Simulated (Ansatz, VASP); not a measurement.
# BaH: VASP beside Ansatz

INCAR

```
PREC = Accurate
ENCUT = 520
EDIFF = 1E-6
ISMEAR = 0
SIGMA = 0.1
LREAL = False
LASPH = True
NELM = 80
ALGO = Normal
ISIF = 2
LWAVE = False
LCHARG = False
GGA = PE
NBANDS = 32
```

Contents of KPOINTS:

```
Automatic mesh
0
Gamma
  2 6 4
```

The input POSCAR:

```
BaH
1.0
   10.8111269557      0.0000000000      0.0000000000
    0.0000000000      3.7797522403      0.0000000000
    0.0000000000      0.0000000000      4.4528588036
Ba H
4 4
Direct
    0.1210000000      0.2500000000      0.1060000000
    0.8790000000      0.7500000000      0.8940000000
    0.3790000000      0.7500000000      0.6060000000
    0.6210000000      0.2500000000      0.3940000000
    0.8520000000      0.2500000000      0.5030000000
    0.1480000000      0.7500000000      0.4970000000
    0.6480000000      0.7500000000      0.0030000000
    0.3520000000      0.2500000000      0.9970000000
```

Input for Ansatz:

```yaml
crystal:
  lattice:
    - [10.8111269557, 0.0, 0.0]
    - [0.0, 3.7797522403, 0.0]
    - [0.0, 0.0, 4.4528588036]
  atoms:
    - { symbol: Ba, position: [0.121, 0.25, 0.106] }
    - { symbol: Ba, position: [0.879, 0.75, 0.894] }
    - { symbol: Ba, position: [0.379, 0.75, 0.606] }
    - { symbol: Ba, position: [0.621, 0.25, 0.394] }
    - { symbol: H, position: [0.852, 0.25, 0.503] }
    - { symbol: H, position: [0.148, 0.75, 0.497] }
    - { symbol: H, position: [0.648, 0.75, 0.003] }
    - { symbol: H, position: [0.352, 0.25, 0.997] }
basis:
  ecutwfc: 420
kpoints:
  mp_grid: { grid: [2, 6, 4] }
hamiltonian:
  xc: pbe
scf:
  occupations: { method: gaussian, width: 0.1 }
  lower_state_search: "off"
output:
  forces: true
  stress: true
  eigenvalues: true
```

Alike in both runs: task single point; functional PBE; k mesh 2 × 6 × 4; occupations gaussian, width 0.1 eV; no spin polarisation.

```csv
,VASP,Ansatz
version,VASP 6.6.1,Ansatz 0.2.0
potentials or method,"VASP PAW PBE potentials, release 64 (Ba_sv, H), cutoff 520 eV","scalar-relativistic, plane waves, PAW"
valence electrons in the cell,44,44
```

```csv
,VASP,Ansatz,Ansatz less VASP
gap on the k mesh at the Fermi level (eV),none,none,-
pressure (GPa),3.7,3.0,-0.71
"traceless stress, the component that is largest in VASP (GPa)",-5.20,-4.89,+0.311
rms of the force components (eV/Å),0.322,0.287,-0.0351
```

Atom by atom the forces differ by 0.039 eV/Å (rms over components). A gap of «none» marks a metal or a gap that the smearing closes.

Spin-orbit coupling is off throughout.
